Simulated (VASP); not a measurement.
A run of VASP 6.6.1 is set up as follows.

INCAR

```
ALGO = Normal
EDIFF = 1E-6
ENCUT = 520
ISIF = 2
ISMEAR = -1
LASPH = T
LCHARG = F
LREAL = F
LWAVE = F
NBANDS = 21
NELM = 80
PREC = Accurate
SIGMA = 0.1
```

Contents of KPOINTS:

```
k-points
0
Gamma
  8 8 4
```

POSCAR

```
Ge
1.0
    1.4855657717     -2.5903582891      0.0000000000
    1.4855657717      2.5903582891      0.0000000000
    0.0000000000      0.0000000000      4.7197074978
Ge
2
Direct
    0.6717300000      0.2996100000      0.2112000000
    0.3264000000      0.6967000000      0.7408700000
```

Potentials or basis: VASP PAW LDA potentials, release 64 (Ge_d).

The run is started by

```sh
$ cat potpaw_LDA.64/Ge_d/POTCAR > POTCAR
$ mpirun -np 1 vasp_std > vasp.out
```

**Question.** Predict the largest force.

**Answer.** 0.508 eV/Å.

**Question.** What does it give for the band gap on the k mesh?

**Answer.** Zero (bands 14 and 15 overlap by 8.81 eV).

Stress tensor (GPa, compression positive):
```
-1.76  0.13  0.52
 0.13 -2.90  0.46
 0.52  0.46  5.01
```
